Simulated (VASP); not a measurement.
# Zn4S3N (a cell with a defect) in VASP: single point with PBEsol+D4

Aim: the single point of Zn4S3N (a cell with a defect) with PBEsol+D4.

Everything below comes from runs of VASP 6.6.1. Logs are shortened: lines on timing, memory, paths and dates and some standing lists are left out, and cuts for length are marked.

### 1 The cell of the first run

The cell holds a defect, 16 atoms: a = 7.575 Å, b = 7.575 Å, c = 7.575 Å, α = 60.00°, β = 60.00°, γ = 60.00°.

### 2 Single point, PBEsol+D4

Input file INCAR:

```
SYSTEM = Zn4S3N
  PREC = Accurate
  ENCUT = 520
  EDIFF = 1E-6
  ISMEAR = -1
  SIGMA = 0.05
  LREAL = Auto
  LASPH = .True.
  NELM = 80
  ALGO = Normal
  ISIF = 2
  LWAVE = .False.
  LCHARG = .False.
  GGA = PS
  IVDW = 13
  NBANDS = 85
```

Input file KPOINTS:

```
Automatic mesh
0
Gamma
  2 2 2
  0.5 0.5 0.5
```

Input file POSCAR:

```
Zn4S3N
1.0
    0.0000000000      5.3562680000      5.3562680000
    5.3562680000      0.0000000000      5.3562680000
    5.3562680000      5.3562680000      0.0000000000
Zn S N
8 6 2
Direct
    0.0056430000      0.9871490000      0.0003870000
    0.4928930000      0.5062490000      0.4899590000
    0.9930010000      0.0020120000      0.5044050000
    0.5060330000      0.4964820000      0.9969080000
    0.0078890000      0.4995270000      0.9913310000
    0.4974180000      0.0080420000      0.4928920000
    0.5097670000      0.9935790000      0.9924810000
    0.0067920000      0.4967900000      0.4909260000
    0.1206800000      0.1384700000      0.1229840000
    0.6440290000      0.6119520000      0.1300020000
    0.1185450000      0.6268330000      0.1313010000
    0.6337110000      0.1170820000      0.6172870000
    0.6282360000      0.1237890000      0.1271680000
    0.1359920000      0.6161600000      0.6275790000
    0.6170720000      0.6299040000      0.6326360000
    0.1331070000      0.1176870000      0.6277740000
```

Potentials or basis: VASP PAW PBE potentials, release 64 (Zn, S, N).

The run is started by

```console
> cat potpaw_PBE.64/Zn/POTCAR potpaw_PBE.64/S/POTCAR potpaw_PBE.64/N/POTCAR > POTCAR
> mpirun -np 1 vasp_std > vasp.out
```

OUTCAR:

```text
SYSTEM = Zn4S3N
   PREC = Accurate
   ENCUT = 520
   EDIFF = 1E-6
   ISMEAR = -1
   LREAL = Auto
   LASPH = .True.
   NELM = 80
   ISIF = 2
   GGA = PS
   IVDW = 13

 ion  position               nearest neighbor table
   1  0.006  0.987  0.000-  11 2.23  16 2.31  13 2.34   9 2.41
   2  0.493  0.506  0.490-  14 2.21  10 2.24  12 2.41
   3  0.993  0.002  0.504-  12 2.22  16 2.35   9 2.36  14 2.39
   4  0.506  0.496  0.997-  15 2.25  13 2.31  10 2.39  11 2.40
   5  0.008  0.500  0.991-   9 2.23  14 2.25  10 2.25  11 2.34
   6  0.497  0.008  0.493-  16 2.26  13 2.26  12 2.29  15 2.34
   7  0.510  0.994  0.992-  12 2.32  10 2.36  13 2.37   9 2.41
   8  0.007  0.497  0.491-  11 2.23  16 2.35  14 2.38  15 2.41
   9  0.121  0.138  0.123-   5 2.23   3 2.36   7 2.41   1 2.41
  10  0.644  0.612  0.130-   2 2.24   5 2.25   7 2.36   4 2.39
  11  0.119  0.627  0.131-   8 2.23   1 2.23   5 2.34   4 2.40
  12  0.634  0.117  0.617-   3 2.22   6 2.29   7 2.32   2 2.41
  13  0.628  0.124  0.127-   6 2.26   4 2.31   1 2.34   7 2.37
  14  0.136  0.616  0.628-   2 2.21   5 2.25   8 2.38   3 2.39
  15  0.617  0.630  0.633-   4 2.25   6 2.34   8 2.41
  16  0.133  0.118  0.628-   6 2.26   1 2.31   8 2.35   3 2.35

  LATTYP: Found a face centered cubic cell.
 ALAT       =    10.7125360000

  Lattice vectors:

 A1 = (   0.0000000000,   5.3562680000,   5.3562680000)
 A2 = (   5.3562680000,   0.0000000000,   5.3562680000)
 A3 = (   5.3562680000,   5.3562680000,   0.0000000000)

Analysis of symmetry for initial positions (statically):
=====================================================================
 Subroutine PRICEL returns:
 Original cell was already a primitive cell.

 Routine SETGRP: Setting up the symmetry group for a
 face centered cubic supercell.

 Subroutine GETGRP returns: Found  1 space group operations
 (whereof  1 operations were pure point group operations)
 out of a pool of 48 trial point group operations.

The static configuration has the point symmetry C_1 .

Analysis of symmetry for dynamics (positions and initial velocities):
=====================================================================
 Subroutine PRICEL returns:
 Original cell was already a primitive cell.

 Routine SETGRP: Setting up the symmetry group for a
 face centered cubic supercell.

 Subroutine GETGRP returns: Found  1 space group operations
 (whereof  1 operations were pure point group operations)
 out of a pool of 48 trial point group operations.

[... 122 lines left out ...]
   NSW    =      0    number of steps for IOM
   IBRION =     -1    ionic relax: 0-MD 1-quasi-New 2-CG
   NFREE  =      0    steps in history (QN), initial steepest desc. (CG)
   ISIF   =      2    stress and relaxation
   ISYM   =      2    0-nonsym 1-usesym 2-fastsym
   POTIM  = 0.5000    time-step for ionic-motion
   TEBEG  =    0.0;   TEEND  =   0.0 temperature during run
   PSTRESS=    0.0 pullay stress
   NELECT =     142.0000    total number of electrons
   NUPDOWN=      -1.0000    fix difference up-down
   EMIN   =  10.00;   EMAX   =-10.00  energy-range for DOS
   EFERMI =   0.00;   METHOD = LEGACY
   ISMEAR =    -1;   SIGMA  =   0.05  broadening in eV -4-tet -1-fermi 0-gaus
   EFERMI_NEDOS =   21; number of points for ismear=-14 and -15
   IALGO  =     38    algorithm
   IMIX   =      4    mixing-type and parameters
     AMIX     =   0.40;   BMIX     =  1.00
     AMIX_MAG =   1.60;   BMIX_MAG =  1.00
  volume/ion in A,a.u.               =      19.21       129.63
  Fermi-wavevector in a.u.,A,eV,Ry     =   1.265606  2.391649 21.793260  1.601759
  Thomas-Fermi vector in A             =   2.398851
   LORBIT       =      0    0 simple, 1 ext, 2 COOP (PROOUT), +10 PAW based schemes
   GGA     = PS    functional components
   LHFCALC =     F    Hartree Fock is set to
   AEXX    =    0.0000 exact exchange contribution
   IVDW    =    13    specifies the selected vdW correction
   LEPSILON=     F    determine dielectric tensor
   LRPA    =     F    only Hartree local field effects (RPA)
 non-spin polarized calculation
  energy-cutoff  :      520.00
  volume of cell :      307.34
 maximum number of plane-waves:      8292
   NGX = 29   NGY = 29   NGZ = 29

 number of electron     142.0000024 magnetization

 Free energy of the ion-electron system (eV)
  ---------------------------------------------------
  ext. energy  EPLUGINS =         0.00000000
  ---------------------------------------------------
  free energy    TOTEN  =       -59.42032909 eV

  energy without entropy =      -59.35116885  energy(sigma->0) =      -59.38574897

 E-fermi :   1.4660     XC(G=0):  -9.7582

 val. band max:        1.4604034275   @ k =   0.2500   0.5000   0.0000
 cond. band min:       1.4896562955   @ k =  -0.2500   0.5000   0.5000
 fundamental gap:      0.0292528680
 Fermi energy:         1.4659917424

 k-point     1 :       0.2500    0.2500    0.2500
  band No.  band energies     occupation
      1     -11.8292      2.00000
      2     -11.2703      2.00000
      3     -11.1222      2.00000
      4     -10.9903      2.00000
      5     -10.8728      2.00000
      6     -10.7338      2.00000
[... 1365 lines left out ...]
     82       6.7819      0.00000
     83       7.1561      0.00000
 [bands above 83 left out]

------------------------ aborting loop because EDIFF is reached ----------------------------------------

  DFT-D4 for vdW energy calculation

  Edisp (eV):   -2.52783

  FORCE on cell =-STRESS in cart. coord.  units (eV):
  Direction    XX          YY          ZZ          XY          YZ          ZX
  --------------------------------------------------------------------------------------
  -------------------------------------------------------------------------------------
  Total     -13.06829   -13.29871   -12.38774    -0.11751    -0.78341    -1.61263
  in kB     -68.12596   -69.32713   -64.57816    -0.61259    -4.08398    -8.40677
  external pressure =      -67.34 kB  Pullay stress =        0.00 kB

 VOLUME and BASIS-vectors are now :
 -----------------------------------------------------------------------------
  energy-cutoff  :      520.00
  volume of cell :      307.34
      direct lattice vectors                 reciprocal lattice vectors
     0.000000000  5.356268000  5.356268000    -0.093348578  0.093348578  0.093348578
     5.356268000  0.000000000  5.356268000     0.093348578 -0.093348578  0.093348578
     5.356268000  5.356268000  0.000000000     0.093348578  0.093348578 -0.093348578

 POSITION                                       TOTAL-FORCE (eV/Angst)
 -----------------------------------------------------------------------------------
      5.28951      0.03230      5.31766        -0.288153     -1.086218      1.466267
      5.33596      5.26442      5.35167         0.601942      1.662234      0.785983
      2.71251      8.02051      5.32956         0.289268      1.229236      1.283167
      7.99900      8.05015      5.36974        -0.697277     -1.039639      1.032287
      7.98543      5.35209      2.71786         0.228392      0.275614      0.212632
      2.68314      5.30437      2.70738         0.161990      0.073094     -2.104616
[... 8 lines left out ...]
      6.76250      6.69377      6.67914        -0.036712      0.152719     -0.182613
      3.99289      4.07548      1.34332        -0.001810     -0.107672     -0.136507
 -----------------------------------------------------------------------------------
    total drift:                               -0.004642     -0.003308      0.003662

  FREE ENERGIE OF THE ION-ELECTRON SYSTEM (eV)
  ---------------------------------------------------
  free  energy   TOTEN  =       -61.9481541525 eV

  energy  without entropy=      -61.8789939089  energy(sigma->0) =      -61.91357403
```

Run time: 14 min. Hardware: 1 thread of Intel Xeon Platinum 8259CL at 2.50GHz (Skylake/Cascade Lake), shared host; peak memory 0.57 GiB.

Results:

```
Free energy                : -61.9482 eV
Pressure                   : -6.7 GPa
Largest force              : 2.112 eV/Å
Band gap on the k mesh     : zero (bands 71 and 72 overlap by 0.36 eV)
Dispersion energy per atom : -0.158 eV
```

Forces in eV/Å, atoms in the order of the input:
```
Zn  -0.288 -1.086  1.466
Zn   0.602  1.662  0.786
Zn   0.289  1.229  1.283
Zn  -0.697 -1.040  1.032
Zn   0.228  0.276  0.213
Zn   0.162  0.073 -2.105
Zn   0.332 -0.018 -0.195
Zn   0.433  0.560 -1.866
S   -0.962  0.758 -0.458
S    0.163 -1.165 -0.029
S   -0.813  0.226  0.331
S    0.808 -0.168 -0.135
S   -0.459 -0.385  0.035
S    0.241 -0.967 -0.039
N   -0.037  0.153 -0.183
N   -0.002 -0.108 -0.137
```

Caveat: the k points lie up to 0.51 Å⁻¹ apart; the PAW data sets were made with another functional, which shifts forces and pressure a little.

The gap in the log of VASP goes by the Fermi energy; the results here count the filled bands.